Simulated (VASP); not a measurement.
# TiC in VASP: notebook

TiC is run at these levels: PBEsol; tasks: single point.

Everything below comes from runs of VASP 6.6.1. Logs are shortened: lines on timing, memory, paths and dates and some standing lists are left out, and cuts for length are marked.

## Step 1: The cell of the first run

Symmetry: I4/mmm, No. 139, tetragonal system. The conventional cell has a = 3.152 Å, b = 3.152 Å, c = 4.328 Å, α = 90.00°, β = 90.00°, γ = 90.00°. Within 2.9 Å of Ti (site symmetry 4/mmm) lie 6 C at 2.16 to 2.23 Å. Within 2.9 Å of C (site symmetry 4/mmm) lie 6 Ti at 2.16 to 2.23 Å.

## Step 2: Single point, PBEsol (equal xx and yy strain of +3 %)

The input, INCAR:

```
PREC = Accurate
ENCUT = 520
EDIFF = 1E-6
ISMEAR = -1
SIGMA = 0.03
LREAL = F
LASPH = T
NELM = 100
ALGO = Normal
ISIF = 2
LWAVE = F
LCHARG = F
GGA = PS
NBANDS = 15
```

The input, KPOINTS:

```
Automatic mesh
0
Gamma
  16 16 16
```

The input, POSCAR:

```
TiC
1.0
    0.0000000000      2.2289200000      2.1640000000
    2.2289200000      0.0000000000      2.1640000000
    2.2289200000      2.2289200000      0.0000000000
Ti C
1 1
Direct
    0.0000000000      0.0000000000      0.0000000000
    0.5000000000      0.5000000000      0.5000000000
```

Potentials or basis: VASP PAW PBE potentials, release 64 (Ti_sv, C).

The run is started by

```
$ cat potpaw_PBE.64/Ti_sv/POTCAR potpaw_PBE.64/C/POTCAR > POTCAR
$ mpirun -np 1 vasp_std > vasp.out
```

OUTCAR:

```text
PREC = Accurate
   ENCUT = 520
   EDIFF = 1E-6
   ISMEAR = -1
   LREAL = F
   LASPH = T
   NELM = 100
   ISIF = 2
   GGA = PS

 ion  position               nearest neighbor table
   1  0.000  0.000  0.000-   2 2.16   2 2.16   2 2.23   2 2.23   2 2.23   2 2.23
   2  0.500  0.500  0.500-   1 2.16   1 2.16   1 2.23   1 2.23   1 2.23   1 2.23

  LATTYP: Found a body centered tetragonal cell.
 ALAT       =     3.1521688934
 C/A-ratio  =     1.3730228761

  Lattice vectors:

 A1 = (   0.0000000000,  -2.2289200000,  -2.1640000000)
 A2 = (   0.0000000000,   2.2289200000,  -2.1640000000)
 A3 = (   2.2289200000,   0.0000000000,   2.1640000000)

Analysis of symmetry for initial positions (statically):
=====================================================================
 Subroutine PRICEL returns:
 Original cell was already a primitive cell.

 Routine SETGRP: Setting up the symmetry group for a
 body centered tetragonal supercell.

 Subroutine GETGRP returns: Found 16 space group operations
 (whereof 16 operations were pure point group operations)
 out of a pool of 16 trial point group operations.

The static configuration has the point symmetry D_4h.

Analysis of symmetry for dynamics (positions and initial velocities):
=====================================================================
 Subroutine PRICEL returns:
 Original cell was already a primitive cell.

 Routine SETGRP: Setting up the symmetry group for a
 body centered tetragonal supercell.

 Subroutine GETGRP returns: Found 16 space group operations
 (whereof 16 operations were pure point group operations)
 out of a pool of 16 trial point group operations.

The dynamic configuration has the point symmetry D_4h.

 Subroutine INISYM returns: Found 16 space group operations
 (whereof 16 operations are pure point group operations),
 and found     1 'primitive' translations

----------------------------------------------------------------------------------------

                                     Primitive cell

  volume of cell :      21.5019

  direct lattice vectors                    reciprocal lattice vectors
     0.000000000  2.228920000  2.164000000    -0.224323888  0.224323888  0.231053604
     2.228920000  0.000000000  2.164000000     0.224323888 -0.224323888  0.231053604
     2.228920000  2.228920000  0.000000000     0.224323888  0.224323888 -0.231053604

  length of vectors
     3.106602705  3.106602705  3.152168893     0.392464242  0.392464242  0.392464242

  position of ions in fractional coordinates (direct lattice)
     0.000000000  0.000000000  0.000000000
     0.500000000  0.500000000  0.500000000

  ion indices of the primitive-cell ions
   primitive index   ion index
                 1           1
                 2           2

----------------------------------------------------------------------------------------

 KPOINTS: Automatic mesh

Automatic generation of k-mesh.
 Grid dimensions read from file:
 generate k-points for:   16   16   16

 Generating k-lattice:

  Cartesian coordinates                     Fractional coordinates (reciprocal lattice)
    -0.014020243  0.014020243  0.014440850     0.062500000  0.000000000  0.000000000
     0.014020243 -0.014020243  0.014440850     0.000000000  0.062500000  0.000000000
     0.014020243  0.014020243 -0.014440850     0.000000000  0.000000000  0.062500000

  Length of vectors
     0.024529015  0.024529015  0.024529015

  Shift w.r.t. Gamma in fractional coordinates (k-lattice)
     0.000000000  0.000000000  0.000000000

 Subroutine IBZKPT returns following result:
 ===========================================

 Found    349 irreducible k-points:

 Following reciprocal coordinates:
            Coordinates               Weight
  0.000000  0.000000  0.000000      1.000000
  0.062500  0.000000  0.000000      8.000000
  0.125000  0.000000  0.000000      8.000000
  0.187500 -0.000000  0.000000      8.000000
  0.250000  0.000000  0.000000      8.000000
  0.312500  0.000000  0.000000      8.000000
[... 16 lines left out ...]
 -0.125000  0.062500  0.000000      8.000000
 -0.062500  0.062500  0.000000      4.000000
 [... further k-points ...]
   k-points           NKPTS =    349   k-points in BZ     NKDIM =    349   number of bands    NBANDS=     15
   number of dos      NEDOS =    301   number of ions     NIONS =      2
   total plane-waves  NPLWV =  13824
   dimension x,y,z NGX =    24 NGY =   24 NGZ =   24
   dimension x,y,z NGXF=    48 NGYF=   48 NGZF=   48
   ions per type =               1   1
   NGX,Y,Z   is equivalent  to a cutoff of  12.84, 12.84, 12.66 a.u.
   NGXF,Y,Z  is equivalent  to a cutoff of  25.69, 25.69, 25.32 a.u.
 SYSTEM =  unknown system
   PREC   = accura    normal or accurate (medium, high low for compatibility)
   ISTART =      0    job   : 0-new  1-cont  2-samecut
   ICHARG =      2    charge: 1-file 2-atom 10-const
   ISPIN  =      1    spin polarized calculation?
   LNONCOLLINEAR =      F non collinear calculations
   LSORBIT =      F    spin-orbit coupling
   LASPH  =      T    aspherical Exc in radial PAW
   ENCUT  =  520.0 eV  38.22 Ry    6.18 a.u.   5.78  5.78  5.86*2*pi/ulx,y,z
   NELM   =    100;   NELMIN=  2; NELMDL= -5     # of ELM steps
   EDIFF  = 0.1E-05   stopping-criterion for ELM
   LREAL  =      F    real-space projection
   EDIFFG = 0.1E-04   stopping-criterion for IOM
   NSW    =      0    number of steps for IOM
   IBRION =     -1    ionic relax: 0-MD 1-quasi-New 2-CG
   NFREE  =      0    steps in history (QN), initial steepest desc. (CG)
   ISIF   =      2    stress and relaxation
   ISYM   =      2    0-nonsym 1-usesym 2-fastsym
   POTIM  = 0.5000    time-step for ionic-motion
   TEBEG  =    0.0;   TEEND  =   0.0 temperature during run
   PSTRESS=    0.0 pullay stress
   NELECT =      16.0000    total number of electrons
   NUPDOWN=      -1.0000    fix difference up-down
   EMIN   =  10.00;   EMAX   =-10.00  energy-range for DOS
   EFERMI =   0.00;   METHOD = LEGACY
   ISMEAR =    -1;   SIGMA  =   0.03  broadening in eV -4-tet -1-fermi 0-gaus
   EFERMI_NEDOS =   21; number of points for ismear=-14 and -15
   IALGO  =     38    algorithm
   IMIX   =      4    mixing-type and parameters
     AMIX     =   0.40;   BMIX     =  1.00
     AMIX_MAG =   1.60;   BMIX_MAG =  1.00
  volume/ion in A,a.u.               =      10.75        72.55
  Fermi-wavevector in a.u.,A,eV,Ry     =   1.483506  2.803421 29.943582  2.200791
  Thomas-Fermi vector in A             =   2.597159
   LORBIT       =      0    0 simple, 1 ext, 2 COOP (PROOUT), +10 PAW based schemes
   GGA     = PS    functional components
   LHFCALC =     F    Hartree Fock is set to
   AEXX    =    0.0000 exact exchange contribution
   IVDW    =     0    specifies the selected vdW correction
   LEPSILON=     F    determine dielectric tensor
   LRPA    =     F    only Hartree local field effects (RPA)
 non-spin polarized calculation
  energy-cutoff  :      520.00
  volume of cell :       21.50
 maximum number of plane-waves:       592
   NGX = 11   NGY = 11   NGZ = 11

 number of electron      16.0000000 magnetization

 Free energy of the ion-electron system (eV)
  ---------------------------------------------------
  ext. energy  EPLUGINS =         0.00000000
  ---------------------------------------------------
  free energy    TOTEN  =       -19.68612349 eV

  energy without entropy =      -19.68511986  energy(sigma->0) =      -19.68562167

 E-fermi :   8.6524     XC(G=0): -12.5667

 val. band max:        8.6379032062   @ k =  -0.0625   0.0625   0.0000
 cond. band min:       8.6562356624   @ k =   0.3750  -0.0000   0.3125
 fundamental gap:      0.0183324562
 Fermi energy:         8.6524095184

 k-point     1 :       0.0000    0.0000    0.0000
  band No.  band energies     occupation
      1     -47.8407      2.00000
      2     -24.0083      2.00000
      3     -24.0083      2.00000
      4     -23.9646      2.00000
      5      -3.4527      2.00000
      6       9.2294      0.00000
      7       9.2294      0.00000
      8       9.4259      0.00000
      9      10.1533      0.00000
     10      10.2521      0.00000
     11      10.2521      0.00000
     12      10.3408      0.00000
     13      10.3413      0.00000
     14      18.3315      0.00000
     15      22.3579      0.00000

 k-point     2 :       0.0625    0.0000    0.0000
  band No.  band energies     occupation
      1     -47.8385      2.00000
      2     -24.0200      2.00000
      3     -24.0102      2.00000
      4     -23.9702      2.00000
      5      -3.3696      2.00000
      6       8.8709      0.00137
      7       9.0367      0.00001
      8       9.1885      0.00000
      9       9.5846      0.00000
     10       9.6629      0.00000
     11      10.4872      0.00000
     12      11.1342      0.00000
     13      11.2920      0.00000
     14      18.4963      0.00000
     15      22.3720      0.00000

 k-point     3 :       0.1250    0.0000    0.0000
  band No.  band energies     occupation
      1     -47.8323      2.00000
      2     -24.0601      2.00000
      3     -24.0157      2.00000
      4     -23.9793      2.00000
      5      -3.1252      2.00000
      6       8.0425      2.00000
      7       8.3350      1.99995
      8       8.4515      1.99753
      9       9.6547      0.00000
     10       9.7222      0.00000
     11      10.7714      0.00000
     12      12.1167      0.00000
     13      12.3083      0.00000
     14      18.8994      0.00000
     15      22.3304      0.00000

 k-point     4 :       0.1875   -0.0000    0.0000
  band No.  band energies     occupation
      1     -47.8229      2.00000
      2     -24.1253      2.00000
      3     -24.0239      2.00000
      4     -23.9871      2.00000
      5      -2.7340      2.00000
      6       7.0515      2.00000
      7       7.6289      2.00000
      8       7.7233      2.00000
      9       9.9280      0.00000
     10       9.9700      0.00000
     11      11.0240      0.00000
     12      13.0964      0.00000
     13      13.3241      0.00000
     14      19.2525      0.00000
     15      22.2117      0.00000
[... 307 lines left out ...]
 k-point    22 :      -0.1875    0.0625    0.0000
  band No.  band energies     occupation
      1     -47.8181      2.00000
      2     -24.1544      2.00000
      3     -24.0219      2.00000
      4     -24.0013      2.00000
      5      -2.5373      2.00000
      6       6.6204      2.00000
      7       7.2702      2.00000
      8       7.5923      2.00000
      9       9.8301      0.00000
     10      10.3536      0.00000
     11      11.2413      0.00000
     12      13.1015      0.00000
     13      13.9215      0.00000
     14      19.3620      0.00000
     15      22.2480      0.00000

 k-point    23 :      -0.1250    0.0625    0.0000
  band No.  band energies     occupation
      1     -47.8280      2.00000
      2     -24.0893      2.00000
      3     -24.0144      2.00000
      4     -23.9889      2.00000
      5      -2.9583      2.00000
      6       7.5984      2.00000
      7       7.9067      2.00000
      8       8.1585      2.00000
      9       9.5247      0.00000
     10      10.1422      0.00000
     11      11.0443      0.00000
     12      12.1768      0.00000
     13      12.9822      0.00000
     14      19.1235      0.00000
     15      22.3423      0.00000

 k-point    24 :      -0.0625    0.0625    0.0000
  band No.  band energies     occupation
      1     -47.8352      2.00000
      2     -24.0439      2.00000
      3     -24.0103      2.00000
      4     -23.9760      2.00000
      5      -3.2415      2.00000
      6       8.4924      1.99039
      7       8.6186      1.51030
      8       8.6379      1.23717
      9       9.3328      0.00000
     10       9.9946      0.00000
     11      10.8105      0.00000
     12      11.4220      0.00000
     13      12.0255      0.00000
     14      18.7201      0.00000
     15      22.4034      0.00000

 [... further k-points ...]

------------------------ aborting loop because EDIFF is reached ----------------------------------------

  FORCE on cell =-STRESS in cart. coord.  units (eV):
  Direction    XX          YY          ZZ          XY          YZ          ZX
  --------------------------------------------------------------------------------------
  -------------------------------------------------------------------------------------
  Total       -2.8613924     -2.8613924     -1.6627872      0.0000000      0.0000000      0.0000000
  in kB     -213.2120684   -213.2120684   -123.8999205      0.0000000      0.0000000      0.0000000
  external PRESSURE =    -183.4413525 kB  Pullay stress =       0.0000000 kB

 VOLUME and BASIS-vectors are now :
 -----------------------------------------------------------------------------
  energy-cutoff  :      520.00
  volume of cell :       21.50
      direct lattice vectors                 reciprocal lattice vectors
     0.000000000  2.228920000  2.164000000    -0.224323888  0.224323888  0.231053604
     2.228920000  0.000000000  2.164000000     0.224323888 -0.224323888  0.231053604
     2.228920000  2.228920000  0.000000000     0.224323888  0.224323888 -0.231053604

 POSITION                                       TOTAL-FORCE (eV/Angst)
 -----------------------------------------------------------------------------------
      0.00000      0.00000      0.00000         0.000000      0.000000      0.000000
      2.22892      2.22892      2.16400         0.000000      0.000000      0.000000
 -----------------------------------------------------------------------------------
    total drift:                                0.000000     -0.000000     -0.000000

  FREE ENERGIE OF THE ION-ELECTRON SYSTEM (eV)
  ---------------------------------------------------
  free  energy   TOTEN  =       -19.6861234874 eV

  energy  without entropy=      -19.6851198607  energy(sigma->0) =      -19.68562167
```

Run time: 32 s. Hardware: 1 thread of Intel Xeon 6975P-C (Granite Rapids), shared host; peak memory 0.23 GiB.

Results:

```
Free energy            : -19.6861 eV
Pressure               : -18.3 GPa
Band gap on the k mesh : zero (band 8 reaches 9.43 eV, above the bottom of band 9 at 8.09 eV)
```

Levels at points of the mesh, in eV from the Fermi level:
| k point | band 5 | band 6 | band 7 | band 8 | band 9 | band 10 | band 11 | band 12 |
| --- | --- | --- | --- | --- | --- | --- | --- | --- |
| (0.00, 0.00, 0.00) | -12.11 | 0.58 | 0.58 | 0.77 | 1.50 | 1.60 | 1.60 | 1.69 |
| (0.50, 0.00, 0.00) | -8.84 | -5.62 | -2.75 | -2.71 | 2.64 | 2.77 | 3.80 | 7.48 |
| (0.50, 0.50, 0.00) | -9.81 | -3.19 | -1.54 | -0.21 | -0.21 | 2.54 | 3.26 | 3.26 |
| (0.50, 0.00, 0.50) | -9.87 | -3.49 | -1.49 | 0.01 | 0.01 | 2.52 | 3.16 | 3.32 |

Caveat: the cell differs from its parent crystal (equal xx and yy strain of +3 %); the PAW data sets were made with another functional, which shifts forces and pressure a little.

## Step 3: Single point, PBEsol (equal xy, yz and zx shear strains of -3 %)

The input, INCAR:

```
SYSTEM = TiC
ALGO     = Normal         ! electronic algorithm
EDIFF    = 1E-6           ! SCF threshold, eV
ENCUT    = 520            ! plane-wave cutoff, eV
GGA      = PS             ! functional
ISIF     = 2              ! what is computed and relaxed
ISMEAR   = -1             ! smearing method
LASPH    = .True.         ! aspherical terms in the spheres
LCHARG   = .False.        ! write CHGCAR
LREAL    = .False.        ! projectors in reciprocal space
LWAVE    = .False.        ! write WAVECAR
NBANDS   = 15             ! bands
NELM     = 80             ! most SCF steps
PREC     = Accurate       ! precision mode
SIGMA    = 0.03           ! smearing width, eV
```

The input, KPOINTS:

```
k-points
0
Gamma
  16 16 16
  0 0 0
```

The input, POSCAR:

```
TiC
1.0
   -0.0649200000      2.1315400000      2.1315400000
    2.1315400000     -0.0649200000      2.1315400000
    2.1315400000      2.1315400000     -0.0649200000
Ti C
1 1
Direct
    0.0000000000      0.0000000000      0.0000000000
    0.5000000000      0.5000000000      0.5000000000
```

Potentials or basis: VASP PAW PBE potentials, release 64 (Ti_sv, C).

The run is started by

```
$ cat potpaw_PBE.64/Ti_sv/POTCAR potpaw_PBE.64/C/POTCAR > POTCAR
$ mpirun -np 1 vasp_std > vasp.out
```

Run time: 37 s. Hardware: 1 thread of Intel Xeon 6975P-C (Granite Rapids), shared host; peak memory 0.25 GiB.

The run converged. Its results:

| Property | Result |
| --- | --- |
| Free energy | -19.7671 eV |
| Pressure | -5.7 GPa |
| Band gap on the k mesh | zero (band 8 reaches 10.29 eV, above the bottom of band 9 at 9.14 eV) |

Stress tensor (GPa, compression positive):
```
-5.73  4.74  4.74
 4.74 -5.73  4.74
 4.74  4.74 -5.73
```

Levels at points of the mesh, in eV from the Fermi level:
| k point | band 6 | band 7 | band 8 | band 9 | band 10 | band 11 |
| --- | --- | --- | --- | --- | --- | --- |
| (0.00, 0.00, 0.00) | 0.49 | 0.49 | 0.94 | 1.58 | 1.58 | 1.74 |
| (0.50, 0.00, 0.00) | -5.91 | -3.02 | -2.61 | 2.72 | 2.95 | 4.11 |
| (0.50, 0.50, 0.00) | -3.46 | -1.69 | -0.24 | 0.18 | 2.72 | 3.50 |
| (0.50, 0.50, 0.50) | -5.89 | -3.18 | -3.18 | 3.04 | 3.04 | 4.29 |

Caveat: the cell differs from its parent crystal (equal xy, yz and zx shear strains of -3 %); the PAW data sets were made with another functional, which shifts forces and pressure a little.

## Step 4: Single point, PBEsol (equal xy, yz and zx shear strains of -1 %)

The input, INCAR:

```
  ALGO = Normal
  EDIFF = 1E-6
  ENCUT = 520
  GGA = PS
  ISIF = 2
  ISMEAR = -1
  LASPH = True
  LCHARG = False
  LREAL = False
  LWAVE = False
  NBANDS = 15
  NELM = 60
  PREC = Accurate
  SIGMA = 0.03
```

The input, KPOINTS:

```
k-points
0
Gamma
  16 16 16
```

The input, POSCAR:

```
TiC
1.0
   -0.0216400000      2.1531800000      2.1531800000
    2.1531800000     -0.0216400000      2.1531800000
    2.1531800000      2.1531800000     -0.0216400000
Ti C
1 1
Direct
    0.0000000000      0.0000000000      0.0000000000
    0.5000000000      0.5000000000      0.5000000000
```

The run is started by

```
$ cat potpaw_PBE.64/Ti_sv/POTCAR potpaw_PBE.64/C/POTCAR > POTCAR
$ mpirun -np 1 vasp_std > vasp.out
```

Run time: 35 s. Hardware: 1 thread of Intel Xeon 6975P-C (Granite Rapids), shared host; peak memory 0.24 GiB.

It converged, with:

```
Free energy            : -19.7906 eV
Pressure               : -5.9 GPa
Band gap on the k mesh : zero (band 8 reaches 10.09 eV, above the bottom of band 9 at 8.98 eV)
```

Stress tensor (GPa, compression positive):
```
-5.90  1.53  1.53
 1.53 -5.90  1.53
 1.53  1.53 -5.90
```

Levels at points of the mesh, in eV from the Fermi level:
```tsv
k point	band 4	band 5	band 6	band 7	band 8	band 9	band 10	band 11	band 12	band 13
(0.00, 0.00, 0.00)	-32.43	-12.37	0.63	0.63	0.77	1.68	1.68	1.74	1.74	1.80
(0.50, 0.00, 0.00)	-32.48	-8.86	-5.88	-2.93	-2.79	2.87	2.97	4.12	8.20	8.22
(0.50, 0.50, 0.00)	-32.60	-10.06	-3.43	-1.67	-0.08	0.06	2.75	3.54	3.55	5.89
(0.50, 0.50, 0.50)	-32.49	-8.75	-5.87	-2.98	-2.98	2.98	2.98	4.19	8.05	8.29
```

Caveat: the cell differs from its parent crystal (equal xy, yz and zx shear strains of -1 %); the PAW data sets were made with another functional, which shifts forces and pressure a little.

## Step 5: Overview

```csv
cell,gap on the mesh (eV),pressure (GPa)
"a = 3.107, b = 3.107, c = 3.152 Å, angles 59.5, 59.5, 61.0°, 2 atoms",none,-18.3
"a = 3.015 Å, angles 62.0°, 2 atoms",none,-5.7
"a = 3.045 Å, angles 60.7°, 2 atoms",none,-5.9
```

Alike in all rows: task single point; level PBEsol; potentials or basis VASP PAW PBE potentials, release 64 (Ti_sv, C); no spin polarisation; k mesh 16 × 16 × 16; cutoff (eV) 520; smearing fermi-dirac 0.03 eV.

Caveats: the PAW data sets were made with another functional, which shifts forces and pressure a little.

Total energies depend on the potentials used, so only differences within one code and one set of settings carry meaning.
